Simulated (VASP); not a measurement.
# In: single point with PBEsol

In:

```xyz
1
Lattice="-1.9161 1.9161 1.9161 1.9161 -1.9161 1.9161 1.9161 1.9161 -1.9161" Properties=species:S:1:pos:R:3 pbc="T T T"
In    0.0000    0.0000    0.0000
```

This cell differs from its parent crystal: functional PBEsol, strained.

- Program: VASP 6.6.1
- Task: single point
- Functional: PBEsol
- Potentials or basis: VASP PAW PBE potentials, release 64 (In_d)
- Cutoff: 520 eV
- k mesh: 16 × 16 × 16
- Occupations: gaussian, width 0.1 eV
- Spin: no spin polarisation
- Dipole correction: no
- Further INCAR settings: ALGO = Normal; EDIFF = 1e-07; NBANDS = 12

| Property | Result |
| --- | --- |
| Pressure | -3.0 GPa |

Levels at points of the mesh, in eV from the Fermi level:
| k point | band 3 | band 4 | band 5 | band 6 | band 7 | band 8 | band 9 | band 10 |
| --- | --- | --- | --- | --- | --- | --- | --- | --- |
| (0.00, 0.00, 0.00) | -14.52 | -14.28 | -14.28 | -9.08 | 10.31 | 10.31 | 10.31 | 12.77 |
| (0.50, 0.00, 0.00) | -14.30 | -14.29 | -14.14 | -3.94 | -2.91 | 5.57 | 7.04 | 9.62 |
| (0.50, 0.50, 0.50) | -14.18 | -14.18 | -14.18 | 0.50 | 1.25 | 1.25 | 1.25 | 5.15 |

Run time: 48 s on 1 thread of Intel(R) Xeon(R) Platinum 8488C (Sapphire Rapids), on a shared host, peak memory 0.18 GiB.

Caveat: the cell differs from its parent crystal (functional PBEsol, strained); the PAW data sets were made with another functional, which shifts forces and pressure a little; spin-orbit coupling is left out, which moves the levels of the heavy elements.
